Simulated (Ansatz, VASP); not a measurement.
**BaTiO3: VASP beside Ansatz**

```
CELL_PARAMETERS angstrom
4.01923 0.00000 0.00000
0.00000 4.01923 0.00000
0.00000 0.00000 4.01928
ATOMIC_POSITIONS crystal
Ba 0.00375 0.00631 0.00862
Ti 0.50361 0.51214 0.50079
O 0.47755 0.49308 0.99364
O 0.52307 0.99859 0.49485
O 0.99202 0.48989 0.50210
```

Change from the starting cell: all atoms moved at random (sigma 0.06 Å a component).

Alike in both runs: task single point; functional PBE; k mesh 8 × 8 × 8; occupations gaussian, width 0.05 eV; no spin polarisation.

```csv
,VASP,Ansatz
version,VASP 6.6.1,Ansatz 0.2.0
potentials or method,"VASP PAW PBE potentials, release 64 (Ba_sv, Ti_sv, O), cutoff 520 eV","scalar-relativistic, plane waves, PAW"
valence electrons in the cell,40,40
```

```tsv
	VASP	Ansatz	Ansatz less VASP
gap on the k mesh at the Fermi level (eV)	1.78	1.84	+0.063
least direct gap on the mesh (eV)	1.97	1.99	+0.024
pressure (GPa)	2.2	0.4	-1.75
traceless stress, the component that is largest in VASP (GPa)	-0.41	-0.39	+0.014
rms of the force components (eV/Å)	0.267	0.261	-0.0061
```

Atom by atom the forces differ by 0.017 eV/Å (rms over components). The functional is the same, so the differences come from potentials, cutoffs and numerics.

Neither program's run includes spin-orbit coupling.
